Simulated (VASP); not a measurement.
Input of a VASP 6.6.1 run:

INCAR

```
  PREC = Accurate
  ENCUT = 600
  EDIFF = 1E-7
  ISMEAR = 0
  SIGMA = 0.1
  LREAL = False
  LASPH = True
  NELM = 80
  ALGO = Normal
  ISIF = 3
  LWAVE = False
  LCHARG = False
  GGA = PE
  IBRION = 2
  NSW = 90
  EDIFFG = -0.04
```

The input KPOINTS:

```
regular mesh
0
Gamma
  6 6 4
```

File POSCAR:

```
Lu2Si2O
1.0
    4.3638580100      0.0000000000      0.0000000000
   -2.1819290100      3.7792119000      0.0000000000
    0.0000000000      0.0000000000      6.0733261700
Lu Si O
2 2 1
Direct
    0.0000000000      0.0000000000      0.3933003700
    0.0000000000      0.0000000000      0.0051328600
    0.6666666700      0.3333333300      0.3908411800
    0.6666666700      0.3333333300      0.0149976000
    0.3333333300      0.6666666700      0.5706863100
```

Potentials or basis: VASP PAW PBE potentials, release 64 (Lu, Si, O).

Run with:

```console
$ cat potpaw_PBE.64/Lu/POTCAR potpaw_PBE.64/Si/POTCAR potpaw_PBE.64/O/POTCAR > POTCAR
$ mpirun -np 1 vasp_std > vasp.out
```

Task: Predict the band gap on the k mesh.

Result: Zero (bands 32 and 33 overlap by 3.32 eV).

Task: Estimate the relaxed cell.

Result: a = 3.254 Å, b = 3.254 Å, c = 9.399 Å, α = 90.00°, β = 90.00°, γ = 120.00°.

Task: Estimate the space group after relaxing (to 0.1 Å).

Result: P-6m2 (No. 187).

Final structure:
```
Lu Si O
1.0
     3.25384    0.00000    0.00000
    -1.62692    2.81791    0.00000
     0.00000    0.00000    9.39900
Lu Si O
2 2 1
Direct
  0.00000 0.00000 0.51600
  0.00000 0.00000 0.83388
  0.66667 0.33333 0.29795
  0.66667 0.33333 0.05208
  0.33333 0.66667 0.67506
```

Caveat: a cell axis changed by over 15 % at a fixed basis, so the end point is rough; spin-orbit coupling is left out, which moves the levels of the heavy elements.
